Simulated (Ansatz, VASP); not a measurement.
## One calculation of Mg, two programs

POSCAR

```
Mg
1.0
   -1.7976546712      1.7976546712      1.7976546712
    1.7976546712     -1.7976546712      1.7976546712
    1.7976546712      1.7976546712     -1.7976546712
Mg
1
Direct
    0.0000000000      0.0000000000      0.0000000000
```

Contents of INCAR.step1:

```
  PREC = Accurate
  ENCUT = 600
  ISMEAR = -1
  SIGMA = 0.1
  LREAL = F
  LASPH = T
  NELM = 100
  GGA = PE
  ALGO = Normal
  EDIFF = 1E-4
  LWAVE = T
  LCHARG = F
```

Contents of INCAR.step2:

```
  PREC = Accurate
  ENCUT = 600
  EDIFF = 1E-7
  ISMEAR = -1
  SIGMA = 0.1
  LREAL = F
  LASPH = T
  NELM = 100
  ALGO = Normal
  ISIF = 3
  LWAVE = F
  LCHARG = F
  METAGGA = R2SCAN
  LMIXTAU = T
  IBRION = 2
  NSW = 80
  EDIFFG = -0.01
  ISTART = 1
```

KPOINTS

```
regular mesh
0
Gamma
  12 12 12
```

Input for Ansatz:

```yaml
crystal:
  lattice:
    - [-1.7976546712, 1.7976546712, 1.7976546712]
    - [1.7976546712, -1.7976546712, 1.7976546712]
    - [1.7976546712, 1.7976546712, -1.7976546712]
  atoms:
    - { symbol: Mg, position: [0.0, 0.0, 0.0] }
hamiltonian:
  xc: r2scan
  pseudopotentials:
    kind: paw
    azcp:
      Mg: "pseudopotentials/Mg.paw.azcp"
basis:
  ecutwfc: 500
  fft_grid_basis: typed
kpoints:
  mp_grid: { grid: [12, 12, 12], shift: [0, 0, 0] }
magnetization:
  spin_polarized: false
scf:
  occupations: { method: fermi_dirac, width: 0.1 }
relax:
  max_steps: 60
  f_tol: 0.01
  cell: {}
```

Alike in both runs: task relaxation of cell and atoms; functional r2SCAN; k mesh 12 × 12 × 12; occupations fermi-dirac, width 0.1 eV; no spin polarisation.

```csv
,VASP,Ansatz
version,VASP 6.6.1,Ansatz 0.2.0
potentials or method,"VASP PAW PBE potentials, release 64 (Mg), cutoff 600 eV","plane waves (500 eV) with PAW, scalar-relativistic"
valence electrons in the cell,2,10
```

|  | VASP | Ansatz | Ansatz less VASP |
| --- | --- | --- | --- |
| relaxed volume (Å³/atom) | 22.36 | 22.50 | +0.139 |
| relaxed length of the cell vector where the two differ most in proportion (Å) | 3.074 | 3.080 | +0.0064 |

VASP's potentials were made for PBE, not for r2SCAN. VASP's potentials hold 2 valence electrons a cell and Ansatz's 10, so a difference there can come from the potentials and not from the codes.
